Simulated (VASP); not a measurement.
# ZnS (P1) in VASP: single point with PBEsol

Aim: the single point of ZnS with PBEsol.

Everything below comes from runs of VASP 6.6.1. Logs are shortened: lines on timing, memory, paths and dates and some standing lists are left out, and cuts for length are marked.

## 1. The cell of the first run

The typed cell holds 4 atoms: a = 3.811 Å, b = 3.844 Å, c = 6.235 Å, α = 90.41°, β = 91.14°, γ = 120.85°.

## 2. Single point, PBEsol (equal xy, yz and zx shear strains of -2 %)

INCAR

```
PREC = Accurate
ENCUT = 520
EDIFF = 1E-7
ISMEAR = -1
SIGMA = 0.03
LREAL = False
LASPH = True
NELM = 80
ALGO = Normal
ISIF = 2
LWAVE = False
LCHARG = True
GGA = PS
LELF = True
LVHAR = True
NBANDS = 26
```

KPOINTS

```
Automatic mesh
0
Gamma
  8 8 5
```

POSCAR

```
ZnS
1.0
    3.8109987816     -0.0381099878     -0.0381099878
   -1.9385036084      3.3194767525     -0.0139492237
   -0.0623400000     -0.0623400000      6.2340000000
Zn S
2 2
Direct
    0.3333333333      0.6666666667      0.0000000000
    0.6666666667      0.3333333333      0.5000000000
    0.3333333333      0.6666666667      0.3850000000
    0.6666666667      0.3333333333      0.8850000000
```

Potentials or basis: VASP PAW PBE potentials, release 64 (Zn, S).

Launch:

```sh
> cat potpaw_PBE.64/Zn/POTCAR potpaw_PBE.64/S/POTCAR > POTCAR
> mpirun -np 1 vasp_std > vasp.out
```

OUTCAR:

```text
PREC = Accurate
   ENCUT = 520
   EDIFF = 1E-7
   ISMEAR = -1
   LREAL = False
   LASPH = True
   NELM = 80
   ISIF = 2
   GGA = PS

 ion  position               nearest neighbor table
   1  0.333  0.667  0.000-   4 2.28   4 2.33   4 2.34   3 2.40
   2  0.667  0.333  0.500-   3 2.30   3 2.31   3 2.33   4 2.40
   3  0.333  0.667  0.385-   2 2.30   2 2.31   2 2.33   1 2.40
   4  0.667  0.333  0.885-   1 2.28   1 2.33   1 2.34   2 2.40

  LATTYP: Found a triclinic cell.
 ALAT       =     3.7784012730
 B/A-ratio  =     1.0087281861
 C/A-ratio  =     1.6500691479
 COS(alpha) =     0.0198960208
 COS(beta)  =     0.0274156886
 COS(gamma) =     0.4869832429

  Lattice vectors:

 A1 = (   1.8724951732,   3.2813667647,  -0.0520592115)
 A2 = (   3.8109987816,  -0.0381099878,  -0.0381099878)
 A3 = (   0.0623400000,   0.0623400000,  -6.2340000000)

Analysis of symmetry for initial positions (statically):
=====================================================================
 Subroutine PRICEL returns:
 Original cell was already a primitive cell.

 Routine SETGRP: Setting up the symmetry group for a
 triclinic supercell.

 Subroutine GETGRP returns: Found  1 space group operations
 (whereof  1 operations were pure point group operations)
 out of a pool of  2 trial point group operations.

The static configuration has the point symmetry C_1 .

Analysis of symmetry for dynamics (positions and initial velocities):
=====================================================================
 Subroutine PRICEL returns:
 Original cell was already a primitive cell.

 Routine SETGRP: Setting up the symmetry group for a
 triclinic supercell.

 Subroutine GETGRP returns: Found  1 space group operations
 (whereof  1 operations were pure point group operations)
 out of a pool of  2 trial point group operations.

The dynamic configuration has the point symmetry C_1 .

 Subroutine INISYM returns: Found  1 space group operations
 (whereof  1 operations are pure point group operations),
 and found     1 'primitive' translations

----------------------------------------------------------------------------------------

                                     Primitive cell

  volume of cell :      78.3870

  direct lattice vectors                    reciprocal lattice vectors
     3.810998782 -0.038109988 -0.038109988     0.263981995  0.154177425  0.004181594
    -1.938503608  3.319476752 -0.013949224     0.003061139  0.303052802  0.003061139
    -0.062340000 -0.062340000  6.234000000     0.001620637  0.001620637  0.160443064

  length of vectors
     3.811379862  3.844075537  6.234623369     0.305736255  0.303083721  0.160459433

  position of ions in fractional coordinates (direct lattice)
     0.333333333  0.666666667  1.000000000
     0.666666667  0.333333333  0.500000000
     0.333333333  0.666666667  0.385000000
     0.666666667  0.333333333  0.885000000

  ion indices of the primitive-cell ions
   primitive index   ion index
                 1           1
                 2           2
                 3           3
                 4           4

----------------------------------------------------------------------------------------

 KPOINTS: Automatic mesh

Automatic generation of k-mesh.
 Grid dimensions read from file:
 generate k-points for:    8    8    5

 Generating k-lattice:

  Cartesian coordinates                     Fractional coordinates (reciprocal lattice)
     0.032997749  0.019272178  0.000522699     0.125000000 -0.000000000 -0.000000000
     0.000382642  0.037881600  0.000382642    -0.000000000  0.125000000  0.000000000
     0.000324127  0.000324127  0.032088613    -0.000000000 -0.000000000  0.200000000

  Length of vectors
     0.038217032  0.037885465  0.032091887

  Shift w.r.t. Gamma in fractional coordinates (k-lattice)
     0.000000000  0.000000000  0.000000000

 Subroutine IBZKPT returns following result:
 ===========================================

 Found    162 irreducible k-points:

 Following reciprocal coordinates:
            Coordinates               Weight
  0.000000  0.000000  0.000000      1.000000
  0.125000 -0.000000 -0.000000      2.000000
  0.250000 -0.000000 -0.000000      2.000000
  0.375000 -0.000000 -0.000000      2.000000
  0.500000 -0.000000 -0.000000      1.000000
  0.000000  0.125000  0.000000      2.000000
[... 16 lines left out ...]
  0.125000  0.375000 -0.000000      2.000000
  0.250000  0.375000 -0.000000      2.000000
 [... further k-points ...]
   k-points           NKPTS =    162   k-points in BZ     NKDIM =    162   number of bands    NBANDS=     26
   number of dos      NEDOS =    301   number of ions     NIONS =      4
   total plane-waves  NPLWV =  40320
   dimension x,y,z NGX =    28 NGY =   30 NGZ =   48
   dimension x,y,z NGXF=    56 NGYF=   60 NGZF=   96
   ions per type =               2   2
   NGX,Y,Z   is equivalent  to a cutoff of  12.21, 12.97, 12.80 a.u.
   NGXF,Y,Z  is equivalent  to a cutoff of  24.43, 25.95, 25.60 a.u.
 SYSTEM =  unknown system
   PREC   = accura    normal or accurate (medium, high low for compatibility)
   ISTART =      0    job   : 0-new  1-cont  2-samecut
   ICHARG =      2    charge: 1-file 2-atom 10-const
   ISPIN  =      1    spin polarized calculation?
   LNONCOLLINEAR =      F non collinear calculations
   LSORBIT =      F    spin-orbit coupling
   LASPH  =      T    aspherical Exc in radial PAW
   ENCUT  =  520.0 eV  38.22 Ry    6.18 a.u.   7.09  7.15 11.59*2*pi/ulx,y,z
   NELM   =     80;   NELMIN=  2; NELMDL= -5     # of ELM steps
   EDIFF  = 0.1E-06   stopping-criterion for ELM
   LREAL  =      F    real-space projection
   EDIFFG = 0.1E-05   stopping-criterion for IOM
   NSW    =      0    number of steps for IOM
   IBRION =     -1    ionic relax: 0-MD 1-quasi-New 2-CG
   NFREE  =      0    steps in history (QN), initial steepest desc. (CG)
   ISIF   =      2    stress and relaxation
   ISYM   =      2    0-nonsym 1-usesym 2-fastsym
   POTIM  = 0.5000    time-step for ionic-motion
   TEBEG  =    0.0;   TEEND  =   0.0 temperature during run
   PSTRESS=    0.0 pullay stress
   NELECT =      36.0000    total number of electrons
   NUPDOWN=      -1.0000    fix difference up-down
   EMIN   =  10.00;   EMAX   =-10.00  energy-range for DOS
   EFERMI =   0.00;   METHOD = LEGACY
   ISMEAR =    -1;   SIGMA  =   0.03  broadening in eV -4-tet -1-fermi 0-gaus
   EFERMI_NEDOS =   21; number of points for ismear=-14 and -15
   IALGO  =     38    algorithm
   IMIX   =      4    mixing-type and parameters
     AMIX     =   0.40;   BMIX     =  1.00
     AMIX_MAG =   1.60;   BMIX_MAG =  1.00
  volume/ion in A,a.u.               =      19.60       132.25
  Fermi-wavevector in a.u.,A,eV,Ry     =   1.263071  2.386858 21.706026  1.595348
  Thomas-Fermi vector in A             =   2.396447
   LORBIT       =      0    0 simple, 1 ext, 2 COOP (PROOUT), +10 PAW based schemes
   GGA     = PS    functional components
   LHFCALC =     F    Hartree Fock is set to
   AEXX    =    0.0000 exact exchange contribution
   IVDW    =     0    specifies the selected vdW correction
   LEPSILON=     F    determine dielectric tensor
   LRPA    =     F    only Hartree local field effects (RPA)
 non-spin polarized calculation
  energy-cutoff  :      520.00
  volume of cell :       78.39
 maximum number of plane-waves:      2128
   NGX = 15   NGY = 15   NGZ = 23

 number of electron      35.9999987 magnetization

 Free energy of the ion-electron system (eV)
  ---------------------------------------------------
  ext. energy  EPLUGINS =         0.00000000
  ---------------------------------------------------
  free energy    TOTEN  =       -15.12878737 eV

  energy without entropy =      -15.12878737  energy(sigma->0) =      -15.12878737

 E-fermi :   2.6896     XC(G=0):  -9.8714

 val. band max:        2.1377747047   @ k =   0.0000   0.0000   0.0000
 cond. band min:       4.1820844330   @ k =   0.0000   0.0000   0.0000
 fundamental gap:      2.0443097283
 Fermi energy:         2.6895920968

 k-point     1 :       0.0000    0.0000    0.0000
  band No.  band energies     occupation
      1     -11.1387      2.00000
      2     -10.1960      2.00000
      3      -4.3372      2.00000
      4      -4.3311      2.00000
      5      -4.2733      2.00000
      6      -4.2676      2.00000
[... 18 lines left out ...]
     25       9.7190      0.00000
     26      11.2287      0.00000

 k-point     2 :       0.1250   -0.0000   -0.0000
  band No.  band energies     occupation
      1     -11.0280      2.00000
      2     -10.1320      2.00000
      3      -4.3471      2.00000
      4      -4.3048      2.00000
      5      -4.2591      2.00000
      6      -4.2388      2.00000
[... 18 lines left out ...]
     25      10.0222      0.00000
     26      10.6275      0.00000

 k-point     3 :       0.2500   -0.0000   -0.0000
  band No.  band energies     occupation
      1     -10.7304      2.00000
      2      -9.9821      2.00000
      3      -4.3521      2.00000
      4      -4.2465      2.00000
      5      -4.2327      2.00000
      6      -4.1633      2.00000
[... 18 lines left out ...]
     25      10.4731      0.00000
     26      10.9258      0.00000

 k-point     4 :       0.3750   -0.0000   -0.0000
  band No.  band energies     occupation
      1     -10.3608      2.00000
      2      -9.8609      2.00000
      3      -4.3195      2.00000
      4      -4.2016      2.00000
      5      -4.1710      2.00000
      6      -4.0538      2.00000
[... 18 lines left out ...]
     25      10.8414      0.00000
     26      12.3124      0.00000

 k-point     5 :       0.5000   -0.0000   -0.0000
  band No.  band energies     occupation
      1     -10.1552      2.00000
      2      -9.8481      2.00000
      3      -4.2995      2.00000
      4      -4.1878      2.00000
      5      -4.0773      2.00000
      6      -4.0154      2.00000
[... 18 lines left out ...]
     25      11.0914      0.00000
     26      13.2923      0.00000

 k-point     6 :       0.0000    0.1250    0.0000
  band No.  band energies     occupation
      1     -11.0306      2.00000
      2     -10.1339      2.00000
      3      -4.3439      2.00000
      4      -4.3090      2.00000
      5      -4.2627      2.00000
      6      -4.2407      2.00000
[... 427 lines left out ...]
 k-point    21 :      -0.1250    0.2500   -0.0000
  band No.  band energies     occupation
      1     -10.8381      2.00000
      2     -10.0344      2.00000
      3      -4.3339      2.00000
      4      -4.2841      2.00000
      5      -4.2315      2.00000
      6      -4.2180      2.00000
[... 18 lines left out ...]
     25      10.5470      0.00000
     26      10.6256      0.00000

 k-point    22 :       0.0000    0.3750   -0.0000
  band No.  band energies     occupation
      1     -10.3809      2.00000
      2      -9.8702      2.00000
      3      -4.3192      2.00000
      4      -4.2096      2.00000
      5      -4.1792      2.00000
      6      -4.0661      2.00000
[... 18 lines left out ...]
     25      10.7737      0.00000
     26      12.2019      0.00000

 k-point    23 :       0.1250    0.3750   -0.0000
  band No.  band energies     occupation
      1     -10.1887      2.00000
      2      -9.8495      2.00000
      3      -4.2768      2.00000
      4      -4.1963      2.00000
      5      -4.0711      2.00000
      6      -4.0384      2.00000
[... 18 lines left out ...]
     25      11.1201      0.00000
     26      11.9725      0.00000

 k-point    24 :       0.2500    0.3750   -0.0000
  band No.  band energies     occupation
      1     -10.0216      2.00000
      2      -9.8777      2.00000
      3      -4.2652      2.00000
      4      -4.1274      2.00000
      5      -4.0428      2.00000
      6      -3.9882      2.00000
[... 18 lines left out ...]
     25      11.6267      0.00000
     26      11.8604      0.00000

 [... further k-points ...]

------------------------ aborting loop because EDIFF is reached ----------------------------------------

  FORCE on cell =-STRESS in cart. coord.  units (eV):
  Direction    XX          YY          ZZ          XY          YZ          ZX
  --------------------------------------------------------------------------------------
  -------------------------------------------------------------------------------------
  Total       -0.2030106     -0.2118719     -1.1297814      0.5761450      0.3605432      0.3615749
  in kB       -4.1494006     -4.3305208    -23.0919776     11.7760189      7.3692631      7.3903486
  external PRESSURE =     -10.5239663 kB  Pullay stress =       0.0000000 kB

 VOLUME and BASIS-vectors are now :
 -----------------------------------------------------------------------------
  energy-cutoff  :      520.00
  volume of cell :       78.39
      direct lattice vectors                 reciprocal lattice vectors
     3.810998782 -0.038109988 -0.038109988     0.263981995  0.154177425  0.004181594
    -1.938503608  3.319476752 -0.013949224     0.003061139  0.303052802  0.003061139
    -0.062340000 -0.062340000  6.234000000     0.001620637  0.001620637  0.160443064

 POSITION                                       TOTAL-FORCE (eV/Angst)
 -----------------------------------------------------------------------------------
     -0.02200      2.20028     -0.02200         0.193372      0.084286      0.315952
      1.86333      1.04992      3.08694        -0.033718      0.074505      0.308986
     -0.04600      2.17628      2.37809         0.064075     -0.075217     -0.306888
      1.83933      1.02591      5.48703        -0.223729     -0.083574     -0.318050
 -----------------------------------------------------------------------------------
    total drift:                                0.000029     -0.000011      0.000068

  FREE ENERGIE OF THE ION-ELECTRON SYSTEM (eV)
  ---------------------------------------------------
  free  energy   TOTEN  =       -15.1287873722 eV

  energy  without entropy=      -15.1287873722  energy(sigma->0) =      -15.12878737
```

Wall time 6.4 min (1 thread of Oxide Virtual Turin-like, shared host); peak memory 0.35 GiB.

What came out:

```
Free energy            : -15.1288 eV
Pressure               : -1.1 GPa
Largest force          : 0.398 eV/Å
Band gap on the k mesh : 2.04 eV, direct
```

Forces in eV/Å, atoms in the order of the input:
```
Zn   0.193  0.084  0.316
Zn  -0.034  0.075  0.309
S    0.064 -0.075 -0.307
S   -0.224 -0.084 -0.318
```

Caveat: the cell differs from its parent crystal (equal xy, yz and zx shear strains of -2 %); the PAW data sets were made with another functional, which shifts forces and pressure a little.
